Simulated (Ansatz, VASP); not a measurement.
TiO2: VASP beside Ansatz

```
CELL_PARAMETERS angstrom
2.55052 -2.55053 -0.02016
2.55052 2.55053 -0.02016
-2.51613 0.00000 4.85010
ATOMIC_POSITIONS crystal
Ti 0.12499 0.87501 0.25000
Ti 0.87501 0.12499 0.75000
O 0.33113 0.08113 0.66227
O 0.66887 0.91887 0.33773
O 0.91887 0.66887 0.83773
O 0.08113 0.33113 0.16227
```

Change from the starting cell: strain -0.050 along x and y, +0.000 along z, atoms carried along.

Alike in both runs: task single point; functional r2SCAN; k mesh 6 × 6 × 6; occupations gaussian, width 0.05 eV; no spin polarisation; Hubbard terms Ti d U = 4.0 eV.

```csv
,VASP,Ansatz
version,VASP 6.6.1,Ansatz 0.2.0
potentials or method,"VASP PAW PBE potentials, release 64 (Ti_sv, O), cutoff 520 eV","scalar-relativistic, plane waves, PAW"
valence electrons in the cell,48,48
```

|  | VASP | Ansatz | Ansatz less VASP |
| --- | --- | --- | --- |
| gap on the k mesh at the Fermi level (eV) | 3.63 | 3.52 | -0.111 |
| least direct gap on the mesh (eV) | 3.95 | 3.83 | -0.117 |
| pressure (GPa) | 35.6 | 28.6 | -7.08 |
| traceless stress, the component that is largest in VASP (GPa) | -14.08 | -11.71 | +2.377 |
| rms of the force components (eV/Å) | 0.063 | 0.119 | +0.0558 |

VASP's potentials were made for PBE, not for r2SCAN. The programs project onto different local orbitals, so the same U acts differently, and such runs can settle in different states. Atom by atom the forces differ by 0.056 eV/Å (rms over components). The pressures are high and differ by over a tenth, so treat them with care.
